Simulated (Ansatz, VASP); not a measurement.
**Two plane-wave programs on GaCuSe2**

File POSCAR:

```
GaCuSe2
1.0
   -2.7468864859      2.7468864859      5.4359969074
    2.7468864859     -2.7468864859      5.4359969074
    2.7468864859      2.7468864859     -5.4359969074
Ga Cu Se
2 2 4
Direct
    0.5000000000      0.5000000000      0.0000000000
    0.2500000000      0.7500000000      0.5000000000
    0.0000000000      0.0000000000      0.0000000000
    0.7500000000      0.2500000000      0.5000000000
    0.3750000000      0.3713580581      0.4963580581
    0.6286419419      0.1250000000      1.0036419419
    0.8750000000      0.8786419419      0.5036419419
    0.1213580581      0.6250000000     -0.0036419419
```

File INCAR.step1:

```
ALGO = Normal ; EDIFF = 1E-4
ENCUT = 520 ; GGA = PE
ISMEAR = 0 ; LASPH = T
LCHARG = F ; LREAL = F
LWAVE = T ; NBANDS = 46
NELM = 60 ; PREC = Accurate
SIGMA = 0.01
```

File INCAR.step2:

```
ALGO = Normal ; EDIFF = 1E-6
ENCUT = 520 ; ISIF = 2
ISMEAR = 0 ; ISTART = 1
LASPH = T ; LCHARG = F
LMIXTAU = T ; LREAL = F
LWAVE = F ; METAGGA = R2SCAN
NBANDS = 46 ; NELM = 60
PREC = Accurate ; SIGMA = 0.01
```

Contents of KPOINTS:

```
k-points
0
Gamma
  6 6 6
```

Input for Ansatz:

```yaml
crystal:
  lattice:
    - [-2.7468864859, 2.7468864859, 5.4359969074]
    - [2.7468864859, -2.7468864859, 5.4359969074]
    - [2.7468864859, 2.7468864859, -5.4359969074]
  atoms:
    - { symbol: Ga, position: [0.5, 0.5, 0.0] }
    - { symbol: Ga, position: [0.25, 0.75, 0.5] }
    - { symbol: Cu, position: [0.0, 0.0, 0.0] }
    - { symbol: Cu, position: [0.75, 0.25, 0.5] }
    - { symbol: Se, position: [0.375, 0.3713580581, 0.4963580581] }
    - { symbol: Se, position: [0.6286419419, 0.125, 1.0036419419] }
    - { symbol: Se, position: [0.875, 0.8786419419, 0.5036419419] }
    - { symbol: Se, position: [0.1213580581, 0.625, -0.0036419419] }
kpoints:
  mp_grid: { grid: [6, 6, 6] }
hamiltonian:
  xc: r2scan
scf:
  occupations: { method: fixed }
  n_extra_bands: 6
output:
  forces: true
  stress: true
  eigenvalues: true
```

Alike in both runs: task single point; functional r2SCAN; k mesh 6 × 6 × 6; no spin polarisation.

|  | VASP | Ansatz |
| --- | --- | --- |
| version | VASP 6.6.1 | Ansatz 0.2.0 |
| potentials or method | VASP PAW PBE potentials, release 64 (Ga_d, Cu, Se) | plane waves, PAW |
| plane-wave cutoff (eV) | 520 | 500 |
| occupations | gaussian, width 0.01 eV | fixed |
| valence electrons in the cell | 72 | 128 |

Ansatz gave:

```
gap on the k mesh at the Fermi level (eV) : 0.88
pressure (GPa)                            : 5.0
rms of the force components (eV/Å)        : 0.041
```

**Question.** What did VASP give for the same quantities?

**Answer.** gap on the k mesh at the Fermi level (eV): 0.88; pressure (GPa): 5.1; rms of the force components (eV/Å): 0.042.

VASP's potentials were made for PBE, not for r2SCAN. Atom by atom the forces differ by 0.001 eV/Å (rms over components). VASP's potentials hold 72 valence electrons a cell and Ansatz's 128, so a difference there can come from the potentials and not from the codes.
